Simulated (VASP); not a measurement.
# Se (R-3m) in VASP: notebook

Runs on Se. Level: PBE. Tasks: single point.

Program: VASP 6.6.1. These are calculated values, not measurements. Logs are shortened: lines on timing, memory, paths and dates and some standing lists are left out, and cuts for length are marked.

## (1) The cell of the first run

Symmetry: R-3m, No. 166, trigonal system. The conventional cell has a = 3.913 Å, b = 3.913 Å, c = 2.688 Å, α = 90.00°, β = 90.00°, γ = 120.00°. Se (site symmetry -3m) has 14 Se at 2.43 to 2.88 Å within 3.2 Å.

## (2) Single point, PBE

INCAR reads:

```
ALGO = Normal
EDIFF = 1E-6
ENCUT = 500
GGA = PE
GGA_COMPAT = False
ISIF = 2
ISMEAR = 1
LASPH = True
LCHARG = False
LREAL = False
LWAVE = False
NBANDS = 9
NELM = 120
PREC = Accurate
SIGMA = 0.1
```

KPOINTS reads:

```
k-points
0
Gamma
  11 11 11
```

POSCAR reads:

```
Se
1.0
    1.9565629869      1.1296218946      0.8961231267
   -1.9565629869      1.1296218946      0.8961231267
    0.0000000000     -2.2592448055      0.8961231267
Se
1
Direct
    0.0000000000      0.0000000000      0.0000000000
```

Potentials or basis: VASP PAW PBE potentials, release 64 (Se).

Started as:

```
> cat potpaw_PBE.64/Se/POTCAR > POTCAR
> mpirun -np 1 vasp_std > vasp.out
```

OUTCAR:

```text
EDIFF = 1E-6
   ENCUT = 500
   GGA = PE
   ISIF = 2
   ISMEAR = 1
   LASPH = True
   LREAL = False
   NELM = 120
   PREC = Accurate

 ion  position               nearest neighbor table
   1  0.000  0.000  0.000-

  LATTYP: Found a trigonal (rhomboedric) cell.
 ALAT       =     2.4304780907
 COS(alpha) =    -0.2960876750

  Lattice vectors:

 A1 = (   1.9565629869,   1.1296218946,   0.8961231267)
 A2 = (  -1.9565629869,   1.1296218946,   0.8961231267)
 A3 = (   0.0000000000,  -2.2592448055,   0.8961231267)

Analysis of symmetry for initial positions (statically):
=====================================================================
 Subroutine PRICEL returns:
 Original cell was already a primitive cell.

 Routine SETGRP: Setting up the symmetry group for a
 trigonal (rhombohedral) supercell.

 Subroutine GETGRP returns: Found 12 space group operations
 (whereof 12 operations were pure point group operations)
 out of a pool of 12 trial point group operations.

The static configuration has the point symmetry D_3d.

Analysis of symmetry for dynamics (positions and initial velocities):
=====================================================================
 Subroutine PRICEL returns:
 Original cell was already a primitive cell.

 Routine SETGRP: Setting up the symmetry group for a
 trigonal (rhombohedral) supercell.

 Subroutine GETGRP returns: Found 12 space group operations
 (whereof 12 operations were pure point group operations)
 out of a pool of 12 trial point group operations.

The dynamic configuration has the point symmetry D_3d.

 Subroutine INISYM returns: Found 12 space group operations
 (whereof 12 operations are pure point group operations),
 and found     1 'primitive' translations

----------------------------------------------------------------------------------------

                                     Primitive cell

  volume of cell :      11.8835

  direct lattice vectors                    reciprocal lattice vectors
     1.956562987  1.129621895  0.896123127     0.255550168  0.147541950  0.371972749
    -1.956562987  1.129621895  0.896123127    -0.255550168  0.147541950  0.371972749
     0.000000000 -2.259244805  0.896123127     0.000000000 -0.295083899  0.371972582

  length of vectors
     2.430477526  2.430477526  2.430478091     0.474803372  0.474803372  0.474803232

  position of ions in fractional coordinates (direct lattice)
     0.000000000  0.000000000  0.000000000

  ion indices of the primitive-cell ions
   primitive index   ion index
                 1           1

----------------------------------------------------------------------------------------

 KPOINTS: k-points

Automatic generation of k-mesh.
 Grid dimensions read from file:
 generate k-points for:   11   11   11

 Generating k-lattice:

  Cartesian coordinates                     Fractional coordinates (reciprocal lattice)
     0.023231833  0.013412905  0.033815704     0.090909091  0.000000000  0.000000000
    -0.023231833  0.013412905  0.033815704     0.000000000  0.090909091  0.000000000
     0.000000000 -0.026825809  0.033815689    -0.000000000 -0.000000000  0.090909091

  Length of vectors
     0.043163943  0.043163943  0.043163930

  Shift w.r.t. Gamma in fractional coordinates (k-lattice)
     0.000000000  0.000000000  0.000000000

 Subroutine IBZKPT returns following result:
 ===========================================

 Found    146 irreducible k-points:

 Following reciprocal coordinates:
            Coordinates               Weight
  0.000000  0.000000  0.000000      1.000000
  0.090909 -0.000000  0.000000      6.000000
  0.181818  0.000000  0.000000      6.000000
  0.272727  0.000000  0.000000      6.000000
  0.363636 -0.000000  0.000000      6.000000
  0.454545  0.000000  0.000000      6.000000
[... 16 lines left out ...]
 -0.272727  0.181818  0.000000     12.000000
 -0.181818  0.181818  0.000000      6.000000
 [... further k-points ...]
   k-points           NKPTS =    146   k-points in BZ     NKDIM =    146   number of bands    NBANDS=      9
   number of dos      NEDOS =    301   number of ions     NIONS =      1
   total plane-waves  NPLWV =   5832
   dimension x,y,z NGX =    18 NGY =   18 NGZ =   18
   dimension x,y,z NGXF=    36 NGYF=   36 NGZF=   36
   ions per type =               1
   NGX,Y,Z   is equivalent  to a cutoff of  12.31, 12.31, 12.31 a.u.
   NGXF,Y,Z  is equivalent  to a cutoff of  24.62, 24.62, 24.62 a.u.
 SYSTEM =  unknown system
   PREC   = accura    normal or accurate (medium, high low for compatibility)
   ISTART =      0    job   : 0-new  1-cont  2-samecut
   ICHARG =      2    charge: 1-file 2-atom 10-const
   ISPIN  =      1    spin polarized calculation?
   LNONCOLLINEAR =      F non collinear calculations
   LSORBIT =      F    spin-orbit coupling
   LASPH  =      T    aspherical Exc in radial PAW
   ENCUT  =  500.0 eV  36.75 Ry    6.06 a.u.   4.43  4.43  4.43*2*pi/ulx,y,z
   NELM   =    120;   NELMIN=  2; NELMDL= -5     # of ELM steps
   EDIFF  = 0.1E-05   stopping-criterion for ELM
   LREAL  =      F    real-space projection
   EDIFFG = 0.1E-04   stopping-criterion for IOM
   NSW    =      0    number of steps for IOM
   IBRION =     -1    ionic relax: 0-MD 1-quasi-New 2-CG
   NFREE  =      0    steps in history (QN), initial steepest desc. (CG)
   ISIF   =      2    stress and relaxation
   ISYM   =      2    0-nonsym 1-usesym 2-fastsym
   POTIM  = 0.5000    time-step for ionic-motion
   TEBEG  =    0.0;   TEEND  =   0.0 temperature during run
   PSTRESS=    0.0 pullay stress
   NELECT =       6.0000    total number of electrons
   NUPDOWN=      -1.0000    fix difference up-down
   EMIN   =  10.00;   EMAX   =-10.00  energy-range for DOS
   EFERMI =   0.00;   METHOD = LEGACY
   ISMEAR =     1;   SIGMA  =   0.10  broadening in eV -4-tet -1-fermi 0-gaus
   EFERMI_NEDOS =   21; number of points for ismear=-14 and -15
   IALGO  =     38    algorithm
   IMIX   =      4    mixing-type and parameters
     AMIX     =   0.40;   BMIX     =  1.00
     AMIX_MAG =   1.60;   BMIX_MAG =  1.00
  volume/ion in A,a.u.               =      11.88        80.19
  Fermi-wavevector in a.u.,A,eV,Ry     =   1.303597  2.463441 23.121255  1.699364
  Thomas-Fermi vector in A             =   2.434588
   LORBIT       =      0    0 simple, 1 ext, 2 COOP (PROOUT), +10 PAW based schemes
   GGA     = PE    functional components
   LHFCALC =     F    Hartree Fock is set to
   AEXX    =    0.0000 exact exchange contribution
   IVDW    =     0    specifies the selected vdW correction
   LEPSILON=     F    determine dielectric tensor
   LRPA    =     F    only Hartree local field effects (RPA)
 non-spin polarized calculation
 Methfessel and Paxton  Order N= 1 SIGMA  =   0.10
  energy-cutoff  :      500.00
  volume of cell :       11.88
 maximum number of plane-waves:       311
 NGX is ok and might be reduce to    18
   NGX =  9   NGY =  9   NGZ =  9

 number of electron       6.0000000 magnetization

 Free energy of the ion-electron system (eV)
  ---------------------------------------------------
  ext. energy  EPLUGINS =         0.00000000
  ---------------------------------------------------
  free energy    TOTEN  =        -0.79461861 eV

  energy without entropy =       -0.79413642  energy(sigma->0) =       -0.79445788

 E-fermi :  13.8826     XC(G=0): -13.1930

 val. band max:       13.8823378159   @ k =  -0.1818   0.1818   0.1818
 cond. band min:      13.8857158234   @ k =   0.4545   0.4545   0.2727
 fundamental gap:      0.0033780075
 Fermi energy:        13.8826334737

 k-point     1 :       0.0000    0.0000    0.0000
  band No.  band energies     occupation
      1      -8.9397      2.00000
      2      19.0393      0.00000
      3      21.2102      0.00000
      4      21.2102      0.00000
      5      26.1942      0.00000
      6      26.1942      0.00000
      7      28.5110      0.00000
      8      32.3038      0.00000
      9      32.3073      0.00000

 k-point     2 :       0.0909   -0.0000    0.0000
  band No.  band energies     occupation
      1      -8.6664      2.00000
      2      17.3575      0.00000
      3      19.6077      0.00000
      4      20.8311      0.00000
      5      25.8926      0.00000
      6      27.2001      0.00000
      7      29.0229      0.00000
      8      31.4379      0.00000
      9      31.5751      0.00000

 k-point     3 :       0.1818    0.0000    0.0000
  band No.  band energies     occupation
      1      -7.8490      2.00000
      2      13.2513      2.00000
      3      18.1116      0.00000
      4      20.0193      0.00000
      5      24.8096      0.00000
      6      26.0095      0.00000
      7      31.3842      0.00000
      8      31.5848      0.00000
      9      32.8903      0.00000

 k-point     4 :       0.2727    0.0000    0.0000
  band No.  band energies     occupation
      1      -6.4993      2.00000
      2       8.9696      2.00000
      3      16.8831      0.00000
      4      19.2188      0.00000
      5      23.4419      0.00000
      6      24.5483      0.00000
      7      32.4782      0.00000
      8      34.4363      0.00000
      9      35.0162      0.00000
[... 205 lines left out ...]
 k-point    22 :      -0.3636    0.1818    0.0000
  band No.  band energies     occupation
      1      -5.3108      2.00000
      2       8.6834      2.00000
      3      12.9359      2.00000
      4      18.3771      0.00000
      5      24.3759      0.00000
      6      26.2044      0.00000
      7      29.7627      0.00000
      8      31.7467      0.00000
      9      35.4424      0.00000

 k-point    23 :      -0.2727    0.1818    0.0000
  band No.  band energies     occupation
      1      -6.7473      2.00000
      2      12.3892      2.00000
      3      14.9128     -0.00000
      4      19.4550      0.00000
      5      23.4596      0.00000
      6      25.6969      0.00000
      7      28.5817      0.00000
      8      30.9065      0.00000
      9      33.1927      0.00000

 k-point    24 :      -0.1818    0.1818    0.0000
  band No.  band energies     occupation
      1      -7.6575      2.00000
      2      15.6365     -0.00000
      3      16.2899      0.00000
      4      20.1329      0.00000
      5      23.0927      0.00000
      6      26.4407      0.00000
      7      28.9669      0.00000
      8      29.0779      0.00000
      9      32.0576      0.00000

 [... further k-points ...]
[... 5 lines left out ...]
  --------------------------------------------------------------------------------------
  -------------------------------------------------------------------------------------
  Total       10.0959130     10.0959142      9.5126028      0.0000000     -0.0000036      0.0000000
  in kB     1361.1631383   1361.1632978   1282.5194041      0.0000000     -0.0004848      0.0000000
  external PRESSURE =    1334.9486134 kB  Pullay stress =       0.0000000 kB

 VOLUME and BASIS-vectors are now :
 -----------------------------------------------------------------------------
  energy-cutoff  :      500.00
  volume of cell :       11.88
      direct lattice vectors                 reciprocal lattice vectors
     1.956562987  1.129621895  0.896123127     0.255550168  0.147541950  0.371972749
    -1.956562987  1.129621895  0.896123127    -0.255550168  0.147541950  0.371972749
     0.000000000 -2.259244805  0.896123127     0.000000000 -0.295083899  0.371972582

 POSITION                                       TOTAL-FORCE (eV/Angst)
 -----------------------------------------------------------------------------------
      0.00000      0.00000      0.00000         0.000000      0.000000     -0.000000
 -----------------------------------------------------------------------------------
    total drift:                                0.000000     -0.000000     -0.000000

  FREE ENERGIE OF THE ION-ELECTRON SYSTEM (eV)
  ---------------------------------------------------
  free  energy   TOTEN  =        -0.7946186084 eV

  energy  without entropy=       -0.7941364205  energy(sigma->0) =       -0.79445788
```

Wall time 9.8 s (1 thread of Intel Xeon 8259CL, shared host); peak memory 0.1 GiB.

What came out:

```
Free energy            : -0.7946 eV
Pressure               : 133.5 GPa
Band gap on the k mesh : zero (bands 3 and 4 overlap by 13.91 eV)
```

Stress tensor (GPa, compression positive):
```
136.12   0.00   0.00
  0.00 136.12   0.00
  0.00   0.00 128.25
```

Caveat: the stress differs along the axes, from 128 to 136 GPa.

## (3) Single point, PBE

This run uses another cell than the first one, of 12.17 Å³/atom.

INCAR reads:

```
ALGO     = Normal         # electronic algorithm
EDIFF    = 1E-6           # SCF threshold, eV
ENCUT    = 500            # plane-wave cutoff, eV
GGA      = PE             # functional
GGA_COMPAT= F            
ISIF     = 2              # what is computed and relaxed
ISMEAR   = 1              # smearing method
LASPH    = T              # aspherical terms in the spheres
LCHARG   = F              # write CHGCAR
LREAL    = F              # projectors in reciprocal space
LWAVE    = F              # write WAVECAR
NBANDS   = 9              # bands
NELM     = 120            # most SCF steps
PREC     = Accurate       # precision mode
SIGMA    = 0.1            # smearing width, eV
```

KPOINTS is that of step 2.

POSCAR reads:

```
Se
1.0
    1.9719696290      1.1385169214      0.9031795049
   -1.9719696290      1.1385169214      0.9031795049
    0.0000000000     -2.2770348672      0.9031795049
Se
1
Direct
    0.0000000000      0.0000000000      0.0000000000
```

Potentials or basis: VASP PAW PBE potentials, release 64 (Se).

Started as:

```
> cat potpaw_PBE.64/Se/POTCAR > POTCAR
> mpirun -np 1 vasp_std > vasp.out
```

It took 14 s on 1 thread of Intel Xeon 8259CL, shared host; peak memory 0.1 GiB.

The run converged. Its results:

- Free energy: -1.0195 eV
- Pressure: 121.3 GPa
- Band gap on the k mesh: zero (bands 3 and 4 overlap by 13.48 eV)

Stress tensor (GPa, compression positive):
```
123.27   0.00   0.00
  0.00 123.27   0.00
  0.00   0.00 117.49
```

Levels at points of the mesh, in eV from the Fermi level:
| k point | band 1 | band 2 | band 3 | band 4 | band 5 | band 6 | band 7 |
| --- | --- | --- | --- | --- | --- | --- | --- |
| (0.00, 0.00, 0.00) | -22.44 | 4.98 | 7.10 | 7.10 | 12.26 | 12.26 | 14.51 |

Caveat: the stress differs along the axes, from 117 to 123 GPa.

## (4) Single point, PBE

This run uses another cell than the first one, of 12.45 Å³/atom.

INCAR reads:

```
SYSTEM = Se
  PREC = Accurate
  ENCUT = 500
  EDIFF = 1E-6
  ISMEAR = 1
  SIGMA = 0.1
  LREAL = .False.
  LASPH = .True.
  NELM = 120
  ALGO = Normal
  ISIF = 2
  LWAVE = .False.
  LCHARG = .False.
  GGA = PE
  NBANDS = 9
  GGA_COMPAT = .False.
```

KPOINTS reads:

```
regular mesh
0
Gamma
  11 11 11
  0 0 0
```

POSCAR reads:

```
Se
1.0
    1.9871392223      1.1472750880      0.9101273126
   -1.9871392223      1.1472750880      0.9101273126
    0.0000000000     -2.2945512084      0.9101273126
Se
1
Direct
    0.0000000000      0.0000000000      0.0000000000
```

Started as:

```
> cat potpaw_PBE.64/Se/POTCAR > POTCAR
> mpirun -np 1 vasp_std > vasp.out
```

Run time: 11 s. Hardware: 1 thread of Intel Xeon 8259CL, shared host; peak memory 0.1 GiB.

It converged, with:

* Free energy: -1.2237 eV
* Pressure: 110.1 GPa
* Band gap on the k mesh: zero (bands 3 and 4 overlap by 13.06 eV)

Stress tensor (GPa, compression positive):
```
111.54   0.00   0.00
  0.00 111.54   0.00
  0.00   0.00 107.15
```

Levels at points of the mesh, in eV from the Fermi level:
```csv
k point,band 1,band 2,band 3,band 4,band 5,band 6,band 7
"(0.00, 0.00, 0.00)",-22.06,4.83,6.90,6.90,12.24,12.24,14.41
```

Caveat: the cell stands under pressure.

## (5) Overview

| cell | gap on the mesh (eV) | pressure (GPa) |
| --- | --- | --- |
| a = 2.430 Å, angles 107.2°, 1 atom | none | 133.5 |
| a = 2.450 Å, angles 107.2°, 1 atom | none | 121.3 |
| a = 2.468 Å, angles 107.2°, 1 atom | none | 110.1 |

Alike in all rows: task single point; level PBE; potentials or basis VASP PAW PBE potentials, release 64 (Se); no spin polarisation; k mesh 11 × 11 × 11; cutoff (eV) 500; smearing methfessel-paxton 0.1 eV.

Caveats: the stress differs along the axes, from 128 to 136 GPa (at least some runs); the stress differs along the axes, from 117 to 123 GPa (at least some runs); the cell stands under pressure (at least some runs).

Total energies depend on the potentials used, so only differences within one code and one set of settings carry meaning.

The gap in the log of VASP goes by the Fermi energy; the results here count the filled bands.